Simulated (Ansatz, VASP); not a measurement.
# Two plane-wave programs on MgO

POSCAR

```
MgO
1.0
    3.4863778627      0.0000000000      0.0000000000
   -1.7431889314      3.0192917963      0.0000000000
    0.0000000000      0.0000000000      4.1780412200
Mg O
2 2
Direct
    0.6699318162      0.3357235887      0.7517273354
    0.3365984829      0.6690569220      0.2517273354
    0.6666666667      0.3333333333      0.2500000000
    0.3333333333      0.6666666667      0.7500000000
```

The input INCAR.step1:

```
ALGO     = Normal         # electronic algorithm
EDIFF    = 1E-4           # SCF threshold, eV
ENCUT    = 520            # plane-wave cutoff, eV
GGA      = PE             # functional
ISMEAR   = 1              # smearing method
LASPH    = T              # aspherical terms in the spheres
LCHARG   = F              # write CHGCAR
LREAL    = F              # projectors in reciprocal space
LWAVE    = T              # write WAVECAR
NBANDS   = 16             # bands
NELM     = 60             # most SCF steps
PREC     = Accurate       # precision mode
SIGMA    = 0.02           # smearing width, eV
```

Contents of INCAR.step2:

```
ALGO     = Normal         # electronic algorithm
EDIFF    = 1E-7           # SCF threshold, eV
ENCUT    = 520            # plane-wave cutoff, eV
ISIF     = 2              # what is computed and relaxed
ISMEAR   = 1              # smearing method
ISTART   = 1            
LASPH    = T              # aspherical terms in the spheres
LCHARG   = F              # write CHGCAR
LMIXTAU  = T            
LREAL    = F              # projectors in reciprocal space
LWAVE    = F              # write WAVECAR
METAGGA  = R2SCAN         # meta-GGA
NBANDS   = 16             # bands
NELM     = 60             # most SCF steps
PREC     = Accurate       # precision mode
SIGMA    = 0.02           # smearing width, eV
```

File KPOINTS:

```
k-points
0
Gamma
  6 6 6
```

Input for Ansatz:

```yaml
crystal:
  lattice:
    - [3.4863778627, 0.0, 0.0]
    - [-1.7431889314, 3.0192917963, 0.0]
    - [0.0, 0.0, 4.17804122]
  atoms:
    - { symbol: Mg, position: [0.6699318162, 0.3357235887, 0.7517273354] }
    - { symbol: Mg, position: [0.3365984829, 0.669056922, 0.2517273354] }
    - { symbol: O, position: [0.6666666667, 0.3333333333, 0.25] }
    - { symbol: O, position: [0.3333333333, 0.6666666667, 0.75] }
basis:
  ecutwfc: 500
kpoints:
  mp_grid: { grid: [6, 6, 6] }
hamiltonian:
  xc: r2scan
scf:
  occupations: { method: cold, width: 0.02 }
output:
  forces: true
  stress: true
  eigenvalues: true
```

Change from the starting cell: all Mg atoms moved +0.013 Å, as atom 1 along Cartesian [1 1 1].

Alike in both runs: task single point; functional r2SCAN; k mesh 6 × 6 × 6; no spin polarisation.

```csv
,VASP,Ansatz
version,VASP 6.6.1,Ansatz 0.2.0
potentials or method,"VASP PAW PBE potentials, release 64 (Mg, O), cutoff 520 eV","scalar-relativistic, plane waves, PAW"
occupations,"methfessel-paxton of order 1, width 0.02 eV","cold, width 0.02 eV"
valence electrons in the cell,16,32
```

```csv
,VASP,Ansatz,Ansatz less VASP
gap on the k mesh at the Fermi level (eV),4.08,4.10,+0.013
least direct gap on the mesh (eV),4.08,4.10,+0.013
pressure (GPa),-0.7,0.1,+0.80
"traceless stress, the component that is largest in VASP (GPa)",0.11,0.29,+0.186
rms of the force components (eV/Å),0.058,0.058,+0.0001
```

VASP's potentials were made for PBE, not for r2SCAN. Atom by atom the forces differ by 0.001 eV/Å (rms over components). VASP's potentials hold 16 valence electrons a cell and Ansatz's 32, so a difference there can come from the potentials and not from the codes.
